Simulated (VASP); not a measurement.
# Cs7CrSn8I24 (a cell with a defect) in VASP: single point with PBEsol

Aim: the single point of Cs7CrSn8I24 (a cell with a defect) with PBEsol.

Everything below comes from runs of VASP 6.6.1. Logs are shortened: lines on timing, memory, paths and dates and some standing lists are left out, and cuts for length are marked.

## 1. The cell of the first run

The cell holds a defect, 40 atoms: a = 12.314 Å, b = 12.314 Å, c = 12.314 Å, α = 90.00°, β = 90.00°, γ = 90.00°.

## 2. Single point, PBEsol

The input, INCAR:

```
PREC = Accurate
ENCUT = 400
EDIFF = 1E-6
ISMEAR = -1
SIGMA = 0.05
LREAL = Auto
LASPH = True
NELM = 120
ALGO = Normal
ISIF = 2
LWAVE = False
LCHARG = False
GGA = PS
NBANDS = 204
NELECT = 356.0
ISYM = -1
GGA_COMPAT = False
```

The input, KPOINTS:

```
explicit points
1
Reciprocal
  0.25000000   0.25000000   0.25000000 1
```

The input, POSCAR:

```
Cs7CrSn8I24
1.0
   12.3144620000      0.0000000000      0.0000000000
    0.0000000000     12.3144620000      0.0000000000
    0.0000000000      0.0000000000     12.3144620000
Cs Cr Sn I
7 1 8 24
Direct
    0.9988520000      0.0003250000      0.0017890000
    0.9992470000      0.9994430000      0.5004540000
    0.0001990000      0.5006120000      0.0005270000
    0.9997860000      0.5002510000      0.4995190000
    0.5004910000      0.9994790000      0.0005960000
    0.4973910000      0.0004120000      0.5002340000
    0.4987630000      0.4999720000      0.9995340000
    0.4951170000      0.4985940000      0.4974790000
    0.2521860000      0.2515660000      0.2517990000
    0.2511200000      0.2512330000      0.7494500000
    0.2516860000      0.7491650000      0.2525490000
    0.2500870000      0.7485980000      0.7500450000
    0.7498230000      0.2508240000      0.2508240000
    0.7487950000      0.2506530000      0.7483280000
    0.7491840000      0.7482550000      0.2508000000
    0.7478860000      0.7482570000      0.7483210000
    0.2480950000      0.2485810000      0.0001760000
    0.2473970000      0.2462700000      0.5002610000
    0.2474450000      0.7507400000      0.0001400000
    0.2465460000      0.7531290000      0.5002700000
    0.7520930000      0.2491880000      0.0002730000
    0.7537220000      0.2457480000      0.5003290000
    0.7519460000      0.7510690000      0.0004140000
    0.7530270000      0.7546810000      0.5003840000
    0.0005770000      0.2479040000      0.2495640000
    0.9996890000      0.2499090000      0.7504880000
    0.0001760000      0.7518540000      0.2501970000
    0.9991600000      0.7498740000      0.7509690000
    0.5006490000      0.2468200000      0.2456890000
    0.4995850000      0.2442760000      0.7553300000
    0.5000940000      0.7533230000      0.2452910000
    0.4991650000      0.7553250000      0.7558010000
    0.2500820000      0.9998950000      0.2492520000
    0.2470740000      0.9999220000      0.7505740000
    0.2461390000      0.5000060000      0.2461790000
    0.2466830000      0.4999130000      0.7541520000
    0.7511840000      0.0000240000      0.2489710000
    0.7515990000      0.9998340000      0.7523130000
    0.7556440000      0.5000290000      0.2469030000
    0.7518680000      0.4997260000      0.7542980000
```

Potentials or basis: VASP PAW PBE potentials, release 64 (Cs_sv, Cr_pv, Sn_d, I).

The run is started by

```
$ cat potpaw_PBE.64/Cs_sv/POTCAR potpaw_PBE.64/Cr_pv/POTCAR potpaw_PBE.64/Sn_d/POTCAR potpaw_PBE.64/I/POTCAR > POTCAR
$ mpirun -np 1 vasp_std > vasp.out
```

OUTCAR:

```text
PREC = Accurate
   ENCUT = 400
   EDIFF = 1E-6
   ISMEAR = -1
   LREAL = Auto
   LASPH = True
   NELM = 120
   ISIF = 2
   GGA = PS
   NELECT = 356.0
   ISYM = -1

 ion  position               nearest neighbor table
   1  0.999  0.000  0.002-
   2  0.999  0.999  0.500-
   3  0.000  0.501  0.001-
   4  1.000  0.500  0.500-
   5  0.500  0.999  0.001-
   6  0.497  0.000  0.500-
   7  0.499  0.500  1.000-
   8  0.495  0.499  0.497-
   9  0.252  0.252  0.252-  18 3.06  35 3.06  29 3.06  25 3.10  17 3.10  33 3.10
  10  0.251  0.251  0.749-  30 3.06  36 3.06  18 3.07  17 3.09  34 3.10  26 3.10
  11  0.252  0.749  0.253-  20 3.05  31 3.06  35 3.07  33 3.09  27 3.10  19 3.11
  12  0.250  0.749  0.750-  36 3.06  32 3.07  20 3.08  19 3.08  28 3.09  34 3.10
  13  0.750  0.251  0.251-  29 3.07  39 3.07  22 3.07  21 3.09  25 3.09  37 3.09
  14  0.749  0.251  0.748-  22 3.06  40 3.07  30 3.07  38 3.09  26 3.09  21 3.10
  15  0.749  0.748  0.251-  39 3.06  31 3.07  24 3.07  23 3.08  27 3.09  37 3.10
  16  0.748  0.748  0.748-  24 3.05  40 3.06  32 3.07  28 3.09  38 3.10  23 3.10
  17  0.248  0.249  0.000-  10 3.09   9 3.10
  18  0.247  0.246  0.500-   9 3.06  10 3.07
  19  0.247  0.751  0.000-  12 3.08  11 3.11
  20  0.247  0.753  0.500-  11 3.05  12 3.08
  21  0.752  0.249  0.000-  13 3.09  14 3.10
  22  0.754  0.246  0.500-  14 3.06  13 3.07
[... 16 lines left out ...]
  39  0.756  0.500  0.247-  15 3.06  13 3.07
  40  0.752  0.500  0.754-  16 3.06  14 3.07

IMPORTANT INFORMATION: All symmetrisations will be switched off!
NOSYMM: (Re-)initialisation of all symmetry stuff for point group C_1.

----------------------------------------------------------------------------------------

                                     Primitive cell

  volume of cell :    1867.4386

  direct lattice vectors                    reciprocal lattice vectors
    12.314462000  0.000000000  0.000000000     0.081205334  0.000000000  0.000000000
     0.000000000 12.314462000  0.000000000     0.000000000  0.081205334  0.000000000
     0.000000000  0.000000000 12.314462000     0.000000000  0.000000000  0.081205334

  length of vectors
    12.314462000 12.314462000 12.314462000     0.081205334  0.081205334  0.081205334

  position of ions in fractional coordinates (direct lattice)
     0.998852000  0.000325000  0.001789000
     0.999247000  0.999443000  0.500454000
     0.000199000  0.500612000  0.000527000
     0.999786000  0.500251000  0.499519000
     0.500491000  0.999479000  0.000596000
     0.497391000  0.000412000  0.500234000
[... 32 lines left out ...]
     0.755644000  0.500029000  0.246903000
     0.751868000  0.499726000  0.754298000

  ion indices of the primitive-cell ions
   primitive index   ion index
                 1           1
                 2           2
                 3           3
                 4           4
                 5           5
                 6           6
[... 32 lines left out ...]
                39          39
                40          40

----------------------------------------------------------------------------------------

 KPOINTS: explicit points

Read explicit list of k-points.

 Found      1 k-points:

 Following reciprocal coordinates:
            Coordinates               Weight
  0.250000  0.250000  0.250000      1.000000
   k-points           NKPTS =      1   k-points in BZ     NKDIM =      1   number of bands    NBANDS=    204
   number of dos      NEDOS =    301   number of ions     NIONS =     40
   total plane-waves  NPLWV = 512000
   dimension x,y,z NGX =    80 NGY =   80 NGZ =   80
   dimension x,y,z NGXF=   160 NGYF=  160 NGZF=  160
   ions per type =               7   1   8  24
   NGX,Y,Z   is equivalent  to a cutoff of  10.80, 10.80, 10.80 a.u.
   NGXF,Y,Z  is equivalent  to a cutoff of  21.60, 21.60, 21.60 a.u.
 SYSTEM =  unknown system
   PREC   = accura    normal or accurate (medium, high low for compatibility)
   ISTART =      0    job   : 0-new  1-cont  2-samecut
   ICHARG =      2    charge: 1-file 2-atom 10-const
   ISPIN  =      1    spin polarized calculation?
   LNONCOLLINEAR =      F non collinear calculations
   LSORBIT =      F    spin-orbit coupling
   LASPH  =      T    aspherical Exc in radial PAW
   ENCUT  =  400.0 eV  29.40 Ry    5.42 a.u.  20.08 20.08 20.08*2*pi/ulx,y,z
   NELM   =    120;   NELMIN=  2; NELMDL= -5     # of ELM steps
   EDIFF  = 0.1E-05   stopping-criterion for ELM
   LREAL  =      T    real-space projection
   EDIFFG = 0.1E-04   stopping-criterion for IOM
   NSW    =      0    number of steps for IOM
   IBRION =     -1    ionic relax: 0-MD 1-quasi-New 2-CG
   NFREE  =      0    steps in history (QN), initial steepest desc. (CG)
   ISIF   =      2    stress and relaxation
   ISYM   =     -1    0-nonsym 1-usesym 2-fastsym
   POTIM  = 0.5000    time-step for ionic-motion
   TEBEG  =    0.0;   TEEND  =   0.0 temperature during run
   PSTRESS=    0.0 pullay stress
   NELECT =     356.0000    total number of electrons
   NUPDOWN=      -1.0000    fix difference up-down
   EMIN   =  10.00;   EMAX   =-10.00  energy-range for DOS
   EFERMI =   0.00;   METHOD = LEGACY
   ISMEAR =    -1;   SIGMA  =   0.05  broadening in eV -4-tet -1-fermi 0-gaus
   EFERMI_NEDOS =   21; number of points for ismear=-14 and -15
   IALGO  =     38    algorithm
   IMIX   =      4    mixing-type and parameters
     AMIX     =   0.40;   BMIX     =  1.00
     AMIX_MAG =   1.60;   BMIX_MAG =  1.00
  volume/ion in A,a.u.               =      46.69       315.05
  Fermi-wavevector in a.u.,A,eV,Ry     =   0.942199  1.780498 12.078426  0.887739
  Thomas-Fermi vector in A             =   2.069785
   LORBIT       =      0    0 simple, 1 ext, 2 COOP (PROOUT), +10 PAW based schemes
   GGA     = PS    functional components
   LHFCALC =     F    Hartree Fock is set to
   AEXX    =    0.0000 exact exchange contribution
   IVDW    =     0    specifies the selected vdW correction
   LEPSILON=     F    determine dielectric tensor
   LRPA    =     F    only Hartree local field effects (RPA)
 non-spin polarized calculation
  energy-cutoff  :      400.00
  volume of cell :     1867.44
 maximum number of plane-waves:     33935
 NGX is ok and might be reduce to    80
   NGX = 41   NGY = 41   NGZ = 41

 number of electron     356.0000086 magnetization

 Free energy of the ion-electron system (eV)
  ---------------------------------------------------
  ext. energy  EPLUGINS =         0.00000000
  ---------------------------------------------------
  free energy    TOTEN  =      -116.22232196 eV

  energy without entropy =     -115.81706739  energy(sigma->0) =     -116.01969468

 E-fermi :   3.5607     XC(G=0):  -7.7964

 val. band max:        3.5146739062   @ k =   0.2500   0.2500   0.2500
 cond. band min:       3.5659714058   @ k =   0.2500   0.2500   0.2500
 fundamental gap:      0.0512974995
 Fermi energy:         3.5606596627

 k-point     1 :       0.2500    0.2500    0.2500
  band No.  band energies     occupation
      1     -39.1756      2.00000
      2     -39.1755      2.00000
      3     -39.1738      2.00000
      4     -19.4890      2.00000
      5     -19.4881      2.00000
      6     -19.4874      2.00000
[... 182 lines left out ...]
    189       4.4155      0.00000
    190       4.4648      0.00000
 [bands above 190 left out]

------------------------ aborting loop because EDIFF is reached ----------------------------------------

  FORCE on cell =-STRESS in cart. coord.  units (eV):
  Direction    XX          YY          ZZ          XY          YZ          ZX
  --------------------------------------------------------------------------------------
  -------------------------------------------------------------------------------------
  Total        1.5233765      1.5370347      1.5540656     -0.5608181     -0.5532011     -0.5483700
  in kB        1.3069877      1.3187058      1.3333176     -0.4811564     -0.4746214     -0.4704765
  external PRESSURE =       1.3196703 kB  Pullay stress =       0.0000000 kB

 VOLUME and BASIS-vectors are now :
 -----------------------------------------------------------------------------
  energy-cutoff  :      400.00
  volume of cell :     1867.44
      direct lattice vectors                 reciprocal lattice vectors
    12.314462000  0.000000000  0.000000000     0.081205334  0.000000000  0.000000000
     0.000000000 12.314462000  0.000000000     0.000000000  0.081205334  0.000000000
     0.000000000  0.000000000 12.314462000     0.000000000  0.000000000  0.081205334

 POSITION                                       TOTAL-FORCE (eV/Angst)
 -----------------------------------------------------------------------------------
     12.30032      0.00400      0.02203        -0.001996      0.001409     -0.001804
     12.30519     12.30760      6.16282        -0.001869      0.001196      0.001866
      0.00245      6.16477      0.00649        -0.002530     -0.000612     -0.003170
     12.31183      6.16032      6.15131        -0.001223     -0.001303      0.002649
      6.16328     12.30805      0.00734         0.000836      0.000746     -0.002182
      6.12510      0.00507      6.16011         0.000982      0.001202      0.002561
[... 32 lines left out ...]
      9.30535      6.15759      3.04048         0.000909     -0.007500     -0.002273
      9.25885      6.15386      9.28877         0.000219      0.000452      0.000998
 -----------------------------------------------------------------------------------
    total drift:                                0.000826     -0.006015      0.010894

  FREE ENERGIE OF THE ION-ELECTRON SYSTEM (eV)
  ---------------------------------------------------
  free  energy   TOTEN  =      -116.2223219581 eV

  energy  without entropy=     -115.8170673920  energy(sigma->0) =     -116.01969468
```

Run time: 8.7 min. Hardware: 1 thread of AMD EPYC 9R45 (Zen 5), shared host; peak memory 1.1 GiB.

Results:

- Free energy: -116.2223 eV
- Largest force: 0.030 eV/Å

Forces in eV/Å, atoms in the order of the input:
```
Cs  -0.002  0.001 -0.002
Cs  -0.002  0.001  0.002
Cs  -0.003 -0.001 -0.003
Cs  -0.001 -0.001  0.003
Cs   0.001  0.001 -0.002
Cs   0.001  0.001  0.003
Cs   0.001  0.000 -0.003
Cr  -0.014 -0.005 -0.009
Sn  -0.007 -0.010 -0.008
Sn  -0.009 -0.014  0.006
Sn  -0.011  0.004 -0.028
Sn   0.000  0.016 -0.008
Sn   0.002 -0.002  0.005
Sn   0.000 -0.005  0.019
Sn   0.001  0.017  0.002
Sn   0.000  0.006  0.017
I   -0.004 -0.002  0.004
I    0.004  0.002  0.002
I   -0.007  0.002  0.020
I    0.002 -0.001  0.012
I    0.009 -0.001 -0.005
I    0.000 -0.003 -0.013
I    0.007  0.003 -0.003
I    0.000  0.001 -0.014
I    0.003 -0.007  0.001
I    0.000 -0.001  0.005
I    0.003  0.007  0.000
I    0.003 -0.002  0.001
I    0.004  0.003  0.000
I    0.009 -0.001  0.000
I    0.007 -0.001  0.000
I   -0.005  0.001  0.000
I    0.001  0.001 -0.004
I   -0.008 -0.001  0.001
I    0.001  0.006  0.004
I    0.003 -0.002 -0.001
I    0.003 -0.005 -0.007
I    0.005 -0.001  0.004
I    0.001 -0.007 -0.002
I    0.000  0.000  0.001
```

Levels at points of the mesh, in eV from the Fermi level:
```tsv
k point	band 174	band 175	band 176	band 177	band 178	band 179
(0.25, 0.25, 0.25)	-2.07	-1.81	-0.05	0.01	0.01	0.01
```

Caveat: the cell carries a net charge on a neutralising background, which shifts energy and pressure; the cell is charged against a uniform background, so pressure and absolute levels hang on convention; the PAW data sets were made with another functional, which shifts forces and pressure a little; spin-orbit coupling is left out, which moves the levels of the heavy elements. Spin polarisation is off, so any magnetic state and its effect on volume and gap are missing.
